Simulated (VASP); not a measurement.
Runs of VASP 6.6.1 on Rh. The structure is that of space group Cmcm (No. 63), or close to it. The cells are those of the table. 

```csv
cell,further INCAR settings,gap on the mesh (eV),pressure (GPa),largest force (eV/Å)
"a = 2.804, b = 2.659, c = 8.349 Å, angles 90.0, 90.0, 121.8°, 4 atoms",ALGO = Fast; EDIFF = 1e-06; NBANDS = 38,none,3.9,0.25
"a = 2.414, b = 2.711, c = 8.985 Å, angles 90.0, 90.0, 116.4°, 4 atoms",ALGO = Fast; EDIFF = 1e-07; NBANDS = 38,none,11.2,0.27
"a = 2.219, b = 2.669, c = 9.620 Å, angles 90.0, 90.0, 114.6°, 4 atoms",ALGO = Fast; EDIFF = 1e-07; NBANDS = 38,none,41.4,0.35
"a = 2.511, b = 2.808, c = 8.349 Å, angles 90.0, 90.0, 116.6°, 4 atoms",ALGO = Fast; EDIFF = 1e-07; NBANDS = 38,none,9.3,(a)
"a = 2.901, b = 2.475, c = 8.985 Å, angles 90.0, 90.0, 125.9°, 4 atoms",ALGO = Fast; EDIFF = 1e-06; NBANDS = 38,none,(c),0.52
"a = 2.803, b = 2.517, c = 8.985 Å, angles 90.0, 90.0, 123.8°, 4 atoms",ALGO = Fast; EDIFF = 1e-06; NBANDS = 38,none,(b),0.30
"a = 2.755, b = 2.610, c = 8.667 Å, angles 90.0, 90.0, 121.9°, 4 atoms",ALGO = Fast; EDIFF = 1e-06; NBANDS = 38,none,2.5,0.18
"a = 2.706, b = 2.420, c = 9.620 Å, angles 90.0, 90.0, 124.0°, 4 atoms",ALGO = Fast; EDIFF = 1e-07; NBANDS = 38,none,23.9,0.14
"a = 2.414, b = 2.863, c = 8.349 Å, angles 90.0, 90.0, 114.9°, 4 atoms",ALGO = Fast; EDIFF = 1e-06; NBANDS = 38,none,18.6,0.65
"a = 2.365, b = 2.663, c = 9.302 Å, angles 90.0, 90.0, 116.4°, 4 atoms",ALGO = Fast; EDIFF = 1e-07; NBANDS = 38,none,17.0,0.23
"a = 2.852, b = 2.707, c = 8.032 Å, angles 90.0, 90.0, 121.8°, 4 atoms",ALGO = Fast; EDIFF = 1e-06; NBANDS = 38,none,8.3,0.35
"a = 2.950, b = 2.524, c = 8.667 Å, angles 90.0, 90.0, 125.8°, 4 atoms",ALGO = Fast; EDIFF = 1e-07; NBANDS = 38,none,14.1,0.72
```

Alike in all rows: task single point; level LDA; potentials or basis VASP PAW LDA potentials, release 64 (Rh_pv); no spin polarisation; k mesh 18 × 18 × 6; cutoff (eV) 520; smearing gaussian 0.15 eV.

Question: Fill in the values left out.

Answer: (a) 0.43; (b) 9.6; (c) 17.6.

A k mesh can miss the band edges, and the runs leave out spin-orbit coupling on Rh.

A gap of «none» marks levels without a gap at the run's occupations.
